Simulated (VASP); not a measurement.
Wanted: the native input for a VASP 6.6.1 run.

```yaml
Task: single point
Functional: PBEsol
Potentials_or_basis: VASP PAW PBE potentials, release 64 (In_d)
Cutoff: 520 eV
k_mesh: 19 × 19 × 23
Occupations: fermi-dirac, width 0.1 eV
Spin: no spin polarisation
Dipole_correction: no
Further_INCAR_settings: ALGO = Normal; EDIFF = 1e-06; NBANDS = 12
```

The structure of In lies in POSCAR:

```
In
1.0
   -1.6172734818      1.6598653730      2.4726737581
    1.6598653730     -1.6172734818      2.4726737581
    1.5573908365      1.5573908365     -2.4446865966
In
1
Direct
    0.0000000000      0.0000000000      0.0000000000
```

The input as run:

INCAR

```
SYSTEM = In
PREC     = Accurate       ! precision mode
ENCUT    = 520            ! plane-wave cutoff, eV
EDIFF    = 1E-6           ! SCF threshold, eV
ISMEAR   = -1             ! smearing method
SIGMA    = 0.1            ! smearing width, eV
LREAL    = .FALSE.        ! projectors in reciprocal space
LASPH    = .TRUE.         ! aspherical terms in the spheres
NELM     = 80             ! most SCF steps
ALGO     = Normal         ! electronic algorithm
ISIF     = 2              ! what is computed and relaxed
LWAVE    = .FALSE.        ! write WAVECAR
LCHARG   = .TRUE.         ! write CHGCAR
GGA      = PS             ! functional
LELF     = .TRUE.         ! ELF
LVHAR    = .TRUE.       
NBANDS   = 12             ! bands
```

KPOINTS

```
regular mesh
0
G
  19 19 23
  0 0 0
```

Potentials or basis: VASP PAW PBE potentials, release 64 (In_d).

Run with:

```sh
$ cat potpaw_PBE.64/In_d/POTCAR > POTCAR
$ mpirun -np 1 vasp_std > vasp.out
```

Results of the run:

| Item | Value |
| --- | --- |
| Pressure | 0.0 GPa |
| Band gap on the k mesh | zero (an odd number of electrons rules out a gap without spin polarisation) |

Caveat: the PAW data sets were made with another functional, which shifts forces and pressure a little; spin-orbit coupling is left out, which moves the levels of the heavy elements.

Run time: 6.6 min on 1 thread of Intel(R) Xeon(R) Platinum 8488C (Sapphire Rapids), on a shared host, peak memory 0.7 GiB.
